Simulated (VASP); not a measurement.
# WS2 (d4) (P6_3/mmc) in VASP: a series of runs

WS2 (d4) is run at these levels: PBE+D4; tasks: single point.

Program: VASP 6.6.1. These are calculated values, not measurements. Logs are shortened: lines on timing, memory, paths and dates and some standing lists are left out, and cuts for length are marked.

## (1) The cell of the first run

It takes space group P6_3/mmc (No. 194, hexagonal). The conventional cell has a = 3.180 Å, b = 3.180 Å, c = 12.500 Å, α = 90.00°, β = 90.00°, γ = 120.00°. W (site symmetry -6m2) has 6 S at 2.41 Å and 6 W at 3.18 Å within 3.2 Å. Within 3.2 Å of S (site symmetry 3m) lie 3 W at 2.41 Å and 7 S at 3.12 to 3.18 Å.

## (2) Single point, PBE+D4

File INCAR:

```
  PREC = Accurate
  ENCUT = 520
  EDIFF = 1E-7
  ISMEAR = 0
  SIGMA = 0.1
  LREAL = False
  LASPH = True
  NELM = 60
  ALGO = Normal
  ISIF = 2
  LWAVE = False
  LCHARG = True
  GGA = PE
  IVDW = 13
  LELF = True
  LVHAR = True
  NBANDS = 35
```

File KPOINTS:

```
Automatic mesh
0
Gamma
  6 6 2
```

File POSCAR:

```
WS2
1.0
    3.1800000000      0.0000000000      0.0000000000
   -1.5900000000      2.7539607840      0.0000000000
    0.0000000000      0.0000000000     12.5000000000
W S
2 4
Direct
    0.3333333333      0.6666666667      0.2500000000
    0.6666666667      0.3333333333      0.7500000000
    0.3333333333      0.6666666667      0.6250000000
    0.6666666667      0.3333333333      0.1250000000
    0.3333333333      0.6666666667      0.8750000000
    0.6666666667      0.3333333333      0.3750000000
```

Potentials or basis: VASP PAW PBE potentials, release 64 (W_sv, S).

Launch:

```bash
cat potpaw_PBE.64/W_sv/POTCAR potpaw_PBE.64/S/POTCAR > POTCAR
mpirun -np 1 vasp_std > vasp.out
```

OUTCAR:

```text
PREC = Accurate
   ENCUT = 520
   EDIFF = 1E-7
   ISMEAR = 0
   LREAL = False
   LASPH = True
   NELM = 60
   ISIF = 2
   GGA = PE
   IVDW = 13

 ion  position               nearest neighbor table
   1  0.333  0.667  0.250-   4 2.41   6 2.41   4 2.41   6 2.41   4 2.41   6 2.41
   2  0.667  0.333  0.750-   3 2.41   5 2.41   3 2.41   5 2.41   3 2.41   5 2.41
   3  0.333  0.667  0.625-   2 2.41   2 2.41   2 2.41
   4  0.667  0.333  0.125-   1 2.41   1 2.41   1 2.41
   5  0.333  0.667  0.875-   2 2.41   2 2.41   2 2.41
   6  0.667  0.333  0.375-   1 2.41   1 2.41   1 2.41

  LATTYP: Found a hexagonal cell.
 ALAT       =     3.1800000000
 C/A-ratio  =     3.9308176101

  Lattice vectors:

 A1 = (   3.1800000000,   0.0000000000,   0.0000000000)
 A2 = (  -1.5900000000,   2.7539607840,   0.0000000000)
 A3 = (   0.0000000000,   0.0000000000,  12.5000000000)

Analysis of symmetry for initial positions (statically):
=====================================================================
 Subroutine PRICEL returns:
 Original cell was already a primitive cell.

 Routine SETGRP: Setting up the symmetry group for a
 hexagonal supercell.

 Subroutine GETGRP returns: Found 24 space group operations
 (whereof 12 operations were pure point group operations)
 out of a pool of 24 trial point group operations.

The static configuration has the point symmetry D_3d.
 The point group associated with its full space group is D_6h.

Analysis of symmetry for dynamics (positions and initial velocities):
=====================================================================
 Subroutine PRICEL returns:
 Original cell was already a primitive cell.

 Routine SETGRP: Setting up the symmetry group for a
 hexagonal supercell.

 Subroutine GETGRP returns: Found 24 space group operations
 (whereof 12 operations were pure point group operations)
 out of a pool of 24 trial point group operations.

The dynamic configuration has the point symmetry D_3d.
 The point group associated with its full space group is D_6h.

 Subroutine INISYM returns: Found 24 space group operations
 (whereof 12 operations are pure point group operations),
 and found     1 'primitive' translations

----------------------------------------------------------------------------------------

                                     Primitive cell

  volume of cell :     109.4699

  direct lattice vectors                    reciprocal lattice vectors
     3.180000000  0.000000000  0.000000000     0.314465409  0.181556688  0.000000000
    -1.590000000  2.753960784  0.000000000     0.000000000  0.363113377  0.000000000
     0.000000000  0.000000000 12.500000000     0.000000000  0.000000000  0.080000000

  length of vectors
     3.180000000  3.180000000 12.500000000     0.363113377  0.363113377  0.080000000

  position of ions in fractional coordinates (direct lattice)
     0.333333333  0.666666667  0.250000000
     0.666666667  0.333333333  0.750000000
     0.333333333  0.666666667  0.625000000
     0.666666667  0.333333333  0.125000000
     0.333333333  0.666666667  0.875000000
     0.666666667  0.333333333  0.375000000

  ion indices of the primitive-cell ions
   primitive index   ion index
                 1           1
                 2           2
                 3           3
                 4           4
                 5           5
                 6           6

----------------------------------------------------------------------------------------

 KPOINTS: Automatic mesh

Automatic generation of k-mesh.
 Grid dimensions read from file:
 generate k-points for:    6    6    2

 Generating k-lattice:

  Cartesian coordinates                     Fractional coordinates (reciprocal lattice)
     0.052410901  0.030259448  0.000000000     0.166666667  0.000000000  0.000000000
     0.000000000  0.060518896  0.000000000     0.000000000  0.166666667  0.000000000
     0.000000000  0.000000000  0.040000000     0.000000000  0.000000000  0.500000000

  Length of vectors
     0.060518896  0.060518896  0.040000000

  Shift w.r.t. Gamma in fractional coordinates (k-lattice)
     0.000000000  0.000000000  0.000000000

 Subroutine IBZKPT returns following result:
 ===========================================

 Found     14 irreducible k-points:

 Following reciprocal coordinates:
            Coordinates               Weight
  0.000000  0.000000  0.000000      1.000000
  0.166667  0.000000  0.000000      6.000000
  0.333333  0.000000  0.000000      6.000000
  0.500000  0.000000  0.000000      3.000000
  0.166667  0.166667  0.000000      6.000000
  0.333333  0.166667  0.000000     12.000000
  0.333333  0.333333  0.000000      2.000000
  0.000000  0.000000  0.500000      1.000000
  0.166667  0.000000  0.500000      6.000000
  0.333333  0.000000  0.500000      6.000000
  0.500000  0.000000  0.500000      3.000000
  0.166667  0.166667  0.500000      6.000000
  0.333333  0.166667  0.500000     12.000000
  0.333333  0.333333  0.500000      2.000000
   k-points           NKPTS =     14   k-points in BZ     NKDIM =     14   number of bands    NBANDS=     35
   number of dos      NEDOS =    301   number of ions     NIONS =      6
   total plane-waves  NPLWV =  55296
   dimension x,y,z NGX =    24 NGY =   24 NGZ =   96
   dimension x,y,z NGXF=    48 NGYF=   48 NGZF=  192
   ions per type =               2   4
   NGX,Y,Z   is equivalent  to a cutoff of  12.55, 12.55, 12.77 a.u.
   NGXF,Y,Z  is equivalent  to a cutoff of  25.09, 25.09, 25.54 a.u.
 SYSTEM =  unknown system
   PREC   = accura    normal or accurate (medium, high low for compatibility)
   ISTART =      0    job   : 0-new  1-cont  2-samecut
   ICHARG =      2    charge: 1-file 2-atom 10-const
   ISPIN  =      1    spin polarized calculation?
   LNONCOLLINEAR =      F non collinear calculations
   LSORBIT =      F    spin-orbit coupling
   LASPH  =      T    aspherical Exc in radial PAW
   ENCUT  =  520.0 eV  38.22 Ry    6.18 a.u.   5.91  5.91 23.24*2*pi/ulx,y,z
   NELM   =     60;   NELMIN=  2; NELMDL= -5     # of ELM steps
   EDIFF  = 0.1E-06   stopping-criterion for ELM
   LREAL  =      F    real-space projection
   EDIFFG = 0.1E-05   stopping-criterion for IOM
   NSW    =      0    number of steps for IOM
   IBRION =     -1    ionic relax: 0-MD 1-quasi-New 2-CG
   NFREE  =      0    steps in history (QN), initial steepest desc. (CG)
   ISIF   =      2    stress and relaxation
   ISYM   =      2    0-nonsym 1-usesym 2-fastsym
   POTIM  = 0.5000    time-step for ionic-motion
   TEBEG  =    0.0;   TEEND  =   0.0 temperature during run
   PSTRESS=    0.0 pullay stress
   NELECT =      52.0000    total number of electrons
   NUPDOWN=      -1.0000    fix difference up-down
   EMIN   =  10.00;   EMAX   =-10.00  energy-range for DOS
   EFERMI =   0.00;   METHOD = LEGACY
   ISMEAR =     0;   SIGMA  =   0.10  broadening in eV -4-tet -1-fermi 0-gaus
   EFERMI_NEDOS =   21; number of points for ismear=-14 and -15
   IALGO  =     38    algorithm
   IMIX   =      4    mixing-type and parameters
     AMIX     =   0.40;   BMIX     =  1.00
     AMIX_MAG =   1.60;   BMIX_MAG =  1.00
  volume/ion in A,a.u.               =      18.24       123.12
  Fermi-wavevector in a.u.,A,eV,Ry     =   1.277353  2.413847 22.199688  1.631631
  Thomas-Fermi vector in A             =   2.409958
   LORBIT       =      0    0 simple, 1 ext, 2 COOP (PROOUT), +10 PAW based schemes
   GGA     = PE    functional components
   LHFCALC =     F    Hartree Fock is set to
   AEXX    =    0.0000 exact exchange contribution
   IVDW    =    13    specifies the selected vdW correction
   LEPSILON=     F    determine dielectric tensor
   LRPA    =     F    only Hartree local field effects (RPA)
 non-spin polarized calculation
 Gauss-broadening in eV      SIGMA  =   0.10
  energy-cutoff  :      520.00
  volume of cell :      109.47
 maximum number of plane-waves:      2976
 NGX is ok and might be reduce to    24
   NGX = 11   NGY = 11   NGZ = 47

 number of electron      52.0000006 magnetization

 Free energy of the ion-electron system (eV)
  ---------------------------------------------------
  ext. energy  EPLUGINS =         0.00000000
  ---------------------------------------------------
  free energy    TOTEN  =       -47.27705540 eV

  energy without entropy =      -47.27705540  energy(sigma->0) =      -47.27705540

 E-fermi :   7.6693     XC(G=0): -10.7730

 val. band max:        7.1197705890   @ k =   0.0000   0.0000   0.0000
 cond. band min:       8.1816274485   @ k =   0.1667   0.1667   0.0000
 fundamental gap:      1.0618568596
 Fermi energy:         7.6693439079

 k-point     1 :       0.0000    0.0000    0.0000
  band No.  band energies     occupation
      1     -67.5140      2.00000
      2     -67.5140      2.00000
      3     -31.7563      2.00000
      4     -31.7563      2.00000
      5     -31.6030      2.00000
      6     -31.6030      2.00000
[... 27 lines left out ...]
     34       9.6270      0.00000
     35      11.7488      0.00000

 k-point     2 :       0.1667    0.0000    0.0000
  band No.  band energies     occupation
      1     -67.5098      2.00000
      2     -67.5098      2.00000
      3     -31.7409      2.00000
      4     -31.7409      2.00000
      5     -31.6885      2.00000
      6     -31.6885      2.00000
[... 27 lines left out ...]
     34      10.1463      0.00000
     35      13.3606      0.00000

 k-point     3 :       0.3333    0.0000    0.0000
  band No.  band energies     occupation
      1     -67.5013      2.00000
      2     -67.5013      2.00000
      3     -31.8557      2.00000
      4     -31.8557      2.00000
      5     -31.7098      2.00000
      6     -31.7098      2.00000
[... 27 lines left out ...]
     34      11.1328      0.00000
     35      12.9137      0.00000
[... 343 lines left out ...]
 k-point    13 :       0.3333    0.1667    0.5000
  band No.  band energies     occupation
      1     -67.4971      2.00000
      2     -67.4971      2.00000
      3     -31.8959      2.00000
      4     -31.8959      2.00000
      5     -31.7255      2.00000
      6     -31.7255      2.00000
[... 27 lines left out ...]
     34      11.3599      0.00000
     35      12.9385      0.00000

 k-point    14 :       0.3333    0.3333    0.5000
  band No.  band energies     occupation
      1     -67.4950      2.00000
      2     -67.4950      2.00000
      3     -31.8537      2.00000
      4     -31.8537      2.00000
      5     -31.8200      2.00000
      6     -31.8200      2.00000
[... 27 lines left out ...]
     34      11.9085      0.00000
     35      13.5360      0.00000

------------------------ aborting loop because EDIFF is reached ----------------------------------------

  DFT-D4 for vdW energy calculation

  Edisp (eV):   -2.59020

  FORCE on cell =-STRESS in cart. coord.  units (eV):
  Direction    XX          YY          ZZ          XY          YZ          ZX
  --------------------------------------------------------------------------------------
  -------------------------------------------------------------------------------------
  Total      -1.36088    -1.36088    -0.06657     0.00000    -0.00000     0.00000
  in kB     -19.91753   -19.91753    -0.97437     0.00000    -0.00000     0.00000
  external pressure =      -13.60 kB  Pullay stress =        0.00 kB

 VOLUME and BASIS-vectors are now :
 -----------------------------------------------------------------------------
  energy-cutoff  :      520.00
  volume of cell :      109.47
      direct lattice vectors                 reciprocal lattice vectors
     3.180000000  0.000000000  0.000000000     0.314465409  0.181556688  0.000000000
    -1.590000000  2.753960784  0.000000000     0.000000000  0.363113377  0.000000000
     0.000000000  0.000000000 12.500000000     0.000000000  0.000000000  0.080000000

 POSITION                                       TOTAL-FORCE (eV/Angst)
 -----------------------------------------------------------------------------------
     -0.00000      1.83597      3.12500        -0.000000      0.000000      0.000000
      1.59000      0.91799      9.37500         0.000000     -0.000000      0.000000
     -0.00000      1.83597      7.81250        -0.000000      0.000000     -0.136312
      1.59000      0.91799      1.56250         0.000000     -0.000000     -0.136312
     -0.00000      1.83597     10.93750        -0.000000     -0.000000      0.136312
      1.59000      0.91799      4.68750         0.000000     -0.000000      0.136312
 -----------------------------------------------------------------------------------
    total drift:                               -0.000000      0.000000     -0.000000

  FREE ENERGIE OF THE ION-ELECTRON SYSTEM (eV)
  ---------------------------------------------------
  free  energy   TOTEN  =       -49.8672574701 eV

  energy  without entropy=      -49.8672574701  energy(sigma->0) =      -49.86725747
```

Run time: 58 s. Hardware: 1 thread of Intel Xeon 6975P-C, shared host; peak memory 0.24 GiB.

Results:

```yaml
Free_energy: -49.8673 eV
Pressure: -1.4 GPa
Largest_force: 0.136 eV/Å
Band_gap_on_the_k_mesh: 1.06 eV, indirect (least direct gap 1.74 eV)
Dispersion_energy_per_atom: -0.432 eV
```

Forces in eV/Å, atoms in the order of the input:
```
W    0.000  0.000  0.000
W    0.000  0.000  0.000
S    0.000  0.000 -0.136
S    0.000  0.000 -0.136
S    0.000  0.000  0.136
S    0.000  0.000  0.136
```

Caveat: spin-orbit coupling is left out, which moves the levels of the heavy elements. A k mesh can miss the band edges.

## (3) Single point, PBE+D4

This run uses another cell than the first one, of 17.53 Å³/atom, 0.961 times its volume.

File INCAR:

```
SYSTEM = WS2
PREC = Accurate
ENCUT = 520
EDIFF = 1E-6
ISMEAR = 0
SIGMA = 0.02
LREAL = .FALSE.
LASPH = .TRUE.
NELM = 80
ALGO = Normal
ISIF = 2
LWAVE = .FALSE.
LCHARG = .TRUE.
GGA = PE
IVDW = 13
LELF = .TRUE.
LVHAR = .TRUE.
NBANDS = 35
```

File KPOINTS:

```
regular mesh
0
G
  12 12 4
  0 0 0
```

File POSCAR:

```
WS2
1.0
    3.1557794752      0.0000000000      0.0000000000
   -1.5778897376      2.7329851943      0.0000000000
    0.0000000000      0.0000000000     12.1962067173
W S
2 4
Direct
    0.3333333333      0.6666666667      0.2500000000
    0.6666666667      0.3333333333      0.7500000000
    0.3333333333      0.6666666667      0.6208707979
    0.6666666667      0.3333333333      0.1208707979
    0.3333333333      0.6666666667      0.8791292021
    0.6666666667      0.3333333333      0.3791292021
```

Potentials or basis: VASP PAW PBE potentials, release 64 (W_sv, S).

Launch:

```bash
cat potpaw_PBE.64/W_sv/POTCAR potpaw_PBE.64/S/POTCAR > POTCAR
mpirun -np 1 vasp_std > vasp.out
```

Run time: 3.2 min. Hardware: 1 thread of Intel Xeon 6975P-C, shared host; peak memory 0.33 GiB.

It converged, with:

- Free energy: -49.8969 eV
- Pressure: 0.0 GPa
- Largest force: 0.005 eV/Å
- Band gap on the k mesh: 0.93 eV, indirect (least direct gap 1.83 eV)
- Dispersion energy per atom: -0.449 eV

Forces on the atoms (eV/Å):
```
W    0.000  0.000  0.000
W    0.000  0.000  0.000
S    0.000  0.000  0.005
S    0.000  0.000  0.005
S    0.000  0.000 -0.005
S    0.000  0.000 -0.005
```

Levels at points of the mesh, in eV from the valence-band top:
| k point | band 23 | band 24 | band 25 | band 26 | band 27 | band 28 | band 29 | band 30 |
| --- | --- | --- | --- | --- | --- | --- | --- | --- |
| (0.00, 0.00, 0.00) | -2.19 | -1.44 | -1.26 | 0.00 | 2.28 | 2.28 | 2.29 | 2.29 |
| (0.50, 0.00, 0.00) | -2.01 | -1.77 | -1.75 | -1.54 | 2.30 | 2.35 | 2.56 | 2.89 |
| (0.00, 0.00, 0.50) | -2.22 | -2.22 | -0.31 | -0.31 | 2.27 | 2.27 | 2.27 | 2.27 |
| (0.50, 0.00, 0.50) | -1.89 | -1.89 | -1.63 | -1.63 | 2.32 | 2.32 | 2.75 | 2.75 |

Caveat: spin-orbit coupling is left out, which moves the levels of the heavy elements. A k mesh can miss the band edges.
